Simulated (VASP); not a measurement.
# Ge (Fm-3m) in VASP: further runs

Aim: see how the results for Ge move with the level of theory and the settings. Levels: LDA, PBE. Tasks: single point.

All numbers are computed with VASP 6.6.1; they aren't measurements. Logs are shortened: lines on timing, memory, paths and dates and some standing lists are left out, and cuts for length are marked.

## 1. The cell of the first run

The structure is cubic, space group Fm-3m (No. 225). Conventional cell: a = 4.197 Å, b = 4.197 Å, c = 4.197 Å, α = 90.00°, β = 90.00°, γ = 90.00°. Within 3.9 Å of Ge (site symmetry m-3m) lie 12 Ge at 2.97 Å.

## 2. Single point, LDA

File INCAR:

```
  PREC = Accurate
  ENCUT = 500
  EDIFF = 1E-6
  ISMEAR = 0
  SIGMA = 0.1
  LREAL = F
  LASPH = T
  NELM = 120
  ALGO = Normal
  ISIF = 2
  LWAVE = F
  LCHARG = F
  NBANDS = 13
  GGA_COMPAT = F
```

File KPOINTS:

```
regular mesh
0
Gamma
  3 3 3
```

File POSCAR:

```
Ge
1.0
    0.0000000000      2.0983605250      2.0983605250
    2.0983605250      0.0000000000      2.0983605250
    2.0983605250      2.0983605250      0.0000000000
Ge
1
Direct
    0.0000000000      0.0000000000      0.0000000000
```

Potentials or basis: VASP PAW LDA potentials, release 64 (Ge_d).

Launch:

```sh
$ cat potpaw_LDA.64/Ge_d/POTCAR > POTCAR
$ mpirun -np 1 vasp_std > vasp.out
```

OUTCAR:

```text
PREC = Accurate
   ENCUT = 500
   EDIFF = 1E-6
   ISMEAR = 0
   LREAL = F
   LASPH = T
   NELM = 120
   ISIF = 2

 ion  position               nearest neighbor table
   1  0.000  0.000  0.000-

  LATTYP: Found a face centered cubic cell.
 ALAT       =     4.1967210500

  Lattice vectors:

 A1 = (   0.0000000000,   2.0983605250,   2.0983605250)
 A2 = (   2.0983605250,   0.0000000000,   2.0983605250)
 A3 = (   2.0983605250,   2.0983605250,   0.0000000000)

Analysis of symmetry for initial positions (statically):
=====================================================================
 Subroutine PRICEL returns:
 Original cell was already a primitive cell.

 Routine SETGRP: Setting up the symmetry group for a
 face centered cubic supercell.

 Subroutine GETGRP returns: Found 48 space group operations
[... 9 lines left out ...]

 Routine SETGRP: Setting up the symmetry group for a
 face centered cubic supercell.

 Subroutine GETGRP returns: Found 48 space group operations
[... 11 lines left out ...]
                                     Primitive cell

  volume of cell :      18.4787

  direct lattice vectors                    reciprocal lattice vectors
     0.000000000  2.098360525  2.098360525    -0.238281265  0.238281265  0.238281265
     2.098360525  0.000000000  2.098360525     0.238281265 -0.238281265  0.238281265
     2.098360525  2.098360525  0.000000000     0.238281265  0.238281265 -0.238281265

  length of vectors
     2.967529913  2.967529913  2.967529913     0.412715257  0.412715257  0.412715257

  position of ions in fractional coordinates (direct lattice)
     0.000000000  0.000000000  0.000000000

  ion indices of the primitive-cell ions
   primitive index   ion index
                 1           1

----------------------------------------------------------------------------------------

 KPOINTS: regular mesh

Automatic generation of k-mesh.
 Grid dimensions read from file:
 generate k-points for:    3    3    3

 Generating k-lattice:

  Cartesian coordinates                     Fractional coordinates (reciprocal lattice)
    -0.079427088  0.079427088  0.079427088     0.333333333  0.000000000  0.000000000
     0.079427088 -0.079427088  0.079427088     0.000000000  0.333333333  0.000000000
     0.079427088  0.079427088 -0.079427088     0.000000000  0.000000000  0.333333333

  Length of vectors
     0.137571752  0.137571752  0.137571752

  Shift w.r.t. Gamma in fractional coordinates (k-lattice)
     0.000000000  0.000000000  0.000000000

 Subroutine IBZKPT returns following result:
 ===========================================

 Found      4 irreducible k-points:

 Following reciprocal coordinates:
            Coordinates               Weight
  0.000000  0.000000  0.000000      1.000000
  0.333333  0.000000  0.000000      8.000000
  0.333333  0.333333  0.000000      6.000000
 -0.333333  0.333333  0.000000     12.000000
   k-points           NKPTS =      4   k-points in BZ     NKDIM =      4   number of bands    NBANDS=     13
   number of dos      NEDOS =    301   number of ions     NIONS =      1
   total plane-waves  NPLWV =  13824
   dimension x,y,z NGX =    24 NGY =   24 NGZ =   24
   dimension x,y,z NGXF=    48 NGYF=   48 NGZF=   48
   ions per type =               1
   NGX,Y,Z   is equivalent  to a cutoff of  13.45, 13.45, 13.45 a.u.
   NGXF,Y,Z  is equivalent  to a cutoff of  26.89, 26.89, 26.89 a.u.
 SYSTEM =  unknown system
   PREC   = accura    normal or accurate (medium, high low for compatibility)
   ISTART =      0    job   : 0-new  1-cont  2-samecut
   ICHARG =      2    charge: 1-file 2-atom 10-const
   ISPIN  =      1    spin polarized calculation?
   LNONCOLLINEAR =      F non collinear calculations
   LSORBIT =      F    spin-orbit coupling
   LASPH  =      T    aspherical Exc in radial PAW
   ENCUT  =  500.0 eV  36.75 Ry    6.06 a.u.   5.41  5.41  5.41*2*pi/ulx,y,z
   NELM   =    120;   NELMIN=  2; NELMDL= -5     # of ELM steps
   EDIFF  = 0.1E-05   stopping-criterion for ELM
   LREAL  =      F    real-space projection
   EDIFFG = 0.1E-04   stopping-criterion for IOM
   NSW    =      0    number of steps for IOM
   IBRION =     -1    ionic relax: 0-MD 1-quasi-New 2-CG
   NFREE  =      0    steps in history (QN), initial steepest desc. (CG)
   ISIF   =      2    stress and relaxation
   ISYM   =      2    0-nonsym 1-usesym 2-fastsym
   POTIM  = 0.5000    time-step for ionic-motion
   TEBEG  =    0.0;   TEEND  =   0.0 temperature during run
   PSTRESS=    0.0 pullay stress
   NELECT =      14.0000    total number of electrons
   NUPDOWN=      -1.0000    fix difference up-down
   EMIN   =  10.00;   EMAX   =-10.00  energy-range for DOS
   EFERMI =   0.00;   METHOD = LEGACY
   ISMEAR =     0;   SIGMA  =   0.10  broadening in eV -4-tet -1-fermi 0-gaus
   EFERMI_NEDOS =   21; number of points for ismear=-14 and -15
   IALGO  =     38    algorithm
   IMIX   =      4    mixing-type and parameters
     AMIX     =   0.40;   BMIX     =  1.00
     AMIX_MAG =   1.60;   BMIX_MAG =  1.00
  volume/ion in A,a.u.               =      18.48       124.70
  Fermi-wavevector in a.u.,A,eV,Ry     =   1.492430  2.820284 30.304914  2.227348
  Thomas-Fermi vector in A             =   2.604959
   LORBIT       =      0    0 simple, 1 ext, 2 COOP (PROOUT), +10 PAW based schemes
   GGA     = CA    functional components
   LHFCALC =     F    Hartree Fock is set to
   AEXX    =    0.0000 exact exchange contribution
   IVDW    =     0    specifies the selected vdW correction
   LEPSILON=     F    determine dielectric tensor
   LRPA    =     F    only Hartree local field effects (RPA)
 non-spin polarized calculation
 Gauss-broadening in eV      SIGMA  =   0.10
  energy-cutoff  :      500.00
  volume of cell :       18.48
 maximum number of plane-waves:       472
 NGX is ok and might be reduce to    24
   NGX = 11   NGY = 11   NGZ = 11

 number of electron      13.9999991 magnetization

 Free energy of the ion-electron system (eV)
  ---------------------------------------------------
  ext. energy  EPLUGINS =         0.00000000
  ---------------------------------------------------
  free energy    TOTEN  =        -4.96619981 eV

  energy without entropy =       -4.95031054  energy(sigma->0) =       -4.95825518

 E-fermi :   5.0233     XC(G=0): -11.7030

 val. band max:        4.3549064949   @ k =  -0.3333   0.3333   0.0000
 cond. band min:       5.0458496796   @ k =   0.3333   0.0000   0.0000
 fundamental gap:      0.6909431848
 Fermi energy:         5.0233184742

 k-point     1 :       0.0000    0.0000    0.0000
  band No.  band energies     occupation
      1     -18.2191      2.00000
      2     -18.2191      2.00000
      3     -18.2191      2.00000
      4     -18.1653      2.00000
      5     -18.1653      2.00000
      6      -6.6354      2.00000
      7      15.7533      0.00000
      8      15.7533      0.00000
      9      15.7533      0.00000
     10      21.0098      0.00000
     11      21.0098      0.00000
     12      21.0098      0.00000
     13      22.0599      0.00000

 k-point     2 :       0.3333    0.0000    0.0000
  band No.  band energies     occupation
      1     -18.2208      2.00000
      2     -18.2085      2.00000
      3     -18.2085      2.00000
      4     -18.1353      2.00000
      5     -18.1353      2.00000
      6      -3.8474      2.00000
      7       5.0458      0.75000
      8      13.9784      0.00000
      9      13.9784      0.00000
     10      19.0015      0.00000
     11      20.6060      0.00000
     12      20.6060      0.00000
     13      22.1777      0.00000

 k-point     3 :       0.3333    0.3333    0.0000
  band No.  band energies     occupation
      1     -18.2650      2.00000
      2     -18.2202      2.00000
      3     -18.1335      2.00000
      4     -18.1335      2.00000
      5     -18.1309      2.00000
      6      -2.9032      2.00000
      7       7.6861      0.00000
      8      10.3267      0.00000
      9      10.3267      0.00000
     10      14.4483      0.00000
     11      14.6000      0.00000
     12      30.6328      0.00000
     13      30.6328      0.00000

 k-point     4 :      -0.3333    0.3333    0.0000
  band No.  band energies     occupation
      1     -18.2373      2.00000
      2     -18.1775      2.00000
      3     -18.1610      2.00000
      4     -18.1527      2.00000
      5     -18.1305      2.00000
      6       0.2902      2.00000
      7       4.3232      2.00000
      8       4.3549      2.00000
      9      11.1700      0.00000
     10      15.1458      0.00000
     11      24.2002      0.00000
     12      26.4078      0.00000
     13      27.0665      0.00000

------------------------ aborting loop because EDIFF is reached ----------------------------------------

  FORCE on cell =-STRESS in cart. coord.  units (eV):
  Direction    XX          YY          ZZ          XY          YZ          ZX
  --------------------------------------------------------------------------------------
  -------------------------------------------------------------------------------------
  Total       -1.0078142     -1.0078142     -1.0078142      0.0000000     -0.0000000      0.0000000
  in kB      -87.3817496    -87.3817496    -87.3817496      0.0000000     -0.0000000      0.0000000
  external PRESSURE =     -87.3817496 kB  Pullay stress =       0.0000000 kB

 VOLUME and BASIS-vectors are now :
 -----------------------------------------------------------------------------
  energy-cutoff  :      500.00
  volume of cell :       18.48
      direct lattice vectors                 reciprocal lattice vectors
     0.000000000  2.098360525  2.098360525    -0.238281265  0.238281265  0.238281265
     2.098360525  0.000000000  2.098360525     0.238281265 -0.238281265  0.238281265
     2.098360525  2.098360525  0.000000000     0.238281265  0.238281265 -0.238281265

 POSITION                                       TOTAL-FORCE (eV/Angst)
 -----------------------------------------------------------------------------------
      0.00000      0.00000      0.00000         0.000000      0.000000      0.000000
 -----------------------------------------------------------------------------------
    total drift:                                0.000000      0.000000      0.000000

  FREE ENERGIE OF THE ION-ELECTRON SYSTEM (eV)
  ---------------------------------------------------
  free  energy   TOTEN  =        -4.9661998138 eV

  energy  without entropy=       -4.9503105381  energy(sigma->0) =       -4.95825518
```

Run time: 2.3 s. Hardware: 1 thread of Intel Xeon 8259CL, shared host; peak memory 0.12 GiB.

What came out:

| Quantity | Value |
| --- | --- |
| Free energy | -4.9662 eV |
| Pressure | -8.7 GPa |
| Band gap on the k mesh | zero (band 7 reaches 15.75 eV, above the bottom of band 8 at 4.35 eV) |

Caveat: the k points lie up to 0.86 Å⁻¹ apart.

## 3. Single point, PBE

File INCAR:

```
SYSTEM = Ge
  PREC = Accurate
  ENCUT = 500
  EDIFF = 1E-6
  ISMEAR = 0
  SIGMA = 0.1
  LREAL = .FALSE.
  LASPH = .TRUE.
  NELM = 120
  ALGO = Normal
  ISIF = 2
  LWAVE = .FALSE.
  LCHARG = .FALSE.
  GGA = PE
  NBANDS = 13
  GGA_COMPAT = .FALSE.
```

File KPOINTS:

```
regular mesh
0
G
  4 4 4
  0 0 0
```

POSCAR is that of step 2.

Potentials or basis: VASP PAW PBE potentials, release 64 (Ge_d).

Launch:

```sh
$ cat potpaw_PBE.64/Ge_d/POTCAR > POTCAR
$ mpirun -np 1 vasp_std > vasp.out
```

OUTCAR:

```text
SYSTEM = Ge
   PREC = Accurate
   ENCUT = 500
   EDIFF = 1E-6
   ISMEAR = 0
   LREAL = .FALSE.
   LASPH = .TRUE.
   NELM = 120
   ISIF = 2
   GGA = PE

 ion  position               nearest neighbor table
   1  0.000  0.000  0.000-

  LATTYP: Found a face centered cubic cell.
 ALAT       =     4.1967210500

  Lattice vectors:

 A1 = (   0.0000000000,   2.0983605250,   2.0983605250)
 A2 = (   2.0983605250,   0.0000000000,   2.0983605250)
 A3 = (   2.0983605250,   2.0983605250,   0.0000000000)

Analysis of symmetry for initial positions (statically):
=====================================================================
 Subroutine PRICEL returns:
 Original cell was already a primitive cell.

 Routine SETGRP: Setting up the symmetry group for a
 face centered cubic supercell.

 Subroutine GETGRP returns: Found 48 space group operations
[... 9 lines left out ...]

 Routine SETGRP: Setting up the symmetry group for a
 face centered cubic supercell.

 Subroutine GETGRP returns: Found 48 space group operations
[... 11 lines left out ...]
                                     Primitive cell

  volume of cell :      18.4787

  direct lattice vectors                    reciprocal lattice vectors
[... 126 lines left out ...]
      1     -17.7455      2.00000
      2     -17.7455      2.00000
      3     -17.7455      2.00000
      4     -17.6891      2.00000
      5     -17.6891      2.00000
      6      -6.3384      2.00000
      7      16.2123      0.00000
      8      16.2123      0.00000
      9      16.2123      0.00000
     10      21.2323      0.00000
     11      21.2323      0.00000
     12      21.2323      0.00000
     13      22.1979      0.00000
[... 98 lines left out ...]
  band No.  band energies     occupation
      1     -17.7356      2.00000
      2     -17.7212      2.00000
      3     -17.7212      2.00000
      4     -17.6706      2.00000
      5     -17.6295      2.00000
      6       2.0556      2.00000
      7       4.8604      2.00000
      8       4.8604      2.00000
      9       6.6608      2.00000
     10      20.4189      0.00000
     11      22.5637      0.00000
     12      22.5637      0.00000
     13      24.3896      0.00000

------------------------ aborting loop because EDIFF is reached ----------------------------------------

  FORCE on cell =-STRESS in cart. coord.  units (eV):
  Direction    XX          YY          ZZ          XY          YZ          ZX
  --------------------------------------------------------------------------------------
  -------------------------------------------------------------------------------------
  Total        0.5025014      0.5025014      0.5025014     -0.0000000      0.0000000      0.0000000
  in kB       43.5689950     43.5689950     43.5689950     -0.0000000      0.0000000      0.0000000
  external PRESSURE =      43.5689950 kB  Pullay stress =       0.0000000 kB

 VOLUME and BASIS-vectors are now :
 -----------------------------------------------------------------------------
  energy-cutoff  :      500.00
  volume of cell :       18.48
      direct lattice vectors                 reciprocal lattice vectors
     0.000000000  2.098360525  2.098360525    -0.238281265  0.238281265  0.238281265
     2.098360525  0.000000000  2.098360525     0.238281265 -0.238281265  0.238281265
     2.098360525  2.098360525  0.000000000     0.238281265  0.238281265 -0.238281265

 POSITION                                       TOTAL-FORCE (eV/Angst)
 -----------------------------------------------------------------------------------
      0.00000      0.00000      0.00000         0.000000      0.000000      0.000000
 -----------------------------------------------------------------------------------
    total drift:                               -0.000000      0.000000      0.000000

  FREE ENERGIE OF THE ION-ELECTRON SYSTEM (eV)
  ---------------------------------------------------
  free  energy   TOTEN  =        -4.0256090109 eV

  energy  without entropy=       -4.0171825497  energy(sigma->0) =       -4.02139578
```

stdout:

```text
POSCAR found type information on POSCAR Ge
 POSCAR found :  1 types and       1 ions
 scaLAPACK will be used
 LDA part: xc-table for (Slater+PW92), standard interpolation
 POSCAR, INCAR and KPOINTS ok, starting setup
 FFT: planning ... GRIDC
 FFT: planning ... GRID_SOFT
 FFT: planning ... GRID
 WAVECAR not read
 entering main loop
```

Wall time 4.5 s (1 thread of Intel Xeon 8259CL, shared host); peak memory 0.13 GiB.

Results:

| Property | Result |
| --- | --- |
| Free energy | -4.0256 eV |
| Pressure | 4.4 GPa |
| Band gap on the k mesh | zero (band 7 reaches 16.21 eV, above the bottom of band 8 at 4.86 eV) |

Caveat: the k points lie up to 0.65 Å⁻¹ apart.

(Part 1 of 2 ends here.)
